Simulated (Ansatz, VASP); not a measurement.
Two plane-wave programs on BN

```
B N
1.0
     2.54397    0.00000    0.06678
    -1.27198    2.20314   -0.03339
     0.11045    0.00000    4.20774
B N
2 2
Cartesian
  1.3824 0.7344 4.2403
  0.0552 1.4688 2.1030
  1.3410 0.7344 2.6641
  0.0138 1.4688 0.5268
```

Change from the starting cell: strain +0.0525 x Voigt [0, 0, 0, 0, 1, 0], atoms carried along.

Alike in both runs: task single point; functional r2SCAN; k mesh 12 × 12 × 6; occupations gaussian, width 0.05 eV; no spin polarisation.

|  | VASP | Ansatz |
| --- | --- | --- |
| version | VASP 6.6.1 | Ansatz 0.2.0 |
| potentials or method | VASP PAW PBE potentials, release 64 (B, N), cutoff 520 eV | scalar-relativistic, plane waves, PAW |
| valence electrons in the cell | 16 | 16 |

Ansatz gave:

```
gap on the k mesh at the Fermi level (eV)                     : 5.66
least direct gap on the mesh (eV)                             : 8.83
pressure (GPa)                                                : 0.6
traceless stress, the component that is largest in VASP (GPa) : -18.48
rms of the force components (eV/Å)                            : 0.070
```

**Question.** Estimate VASP's values.

**Answer.** gap on the k mesh at the Fermi level (eV): 5.63; least direct gap on the mesh (eV): 8.80; pressure (GPa): 1.7; traceless stress, the component that is largest in VASP (GPa): -18.50; rms of the force components (eV/Å): 0.074.

VASP's potentials were made for PBE, not for r2SCAN. Atom by atom the forces differ by 0.004 eV/Å (rms over components).
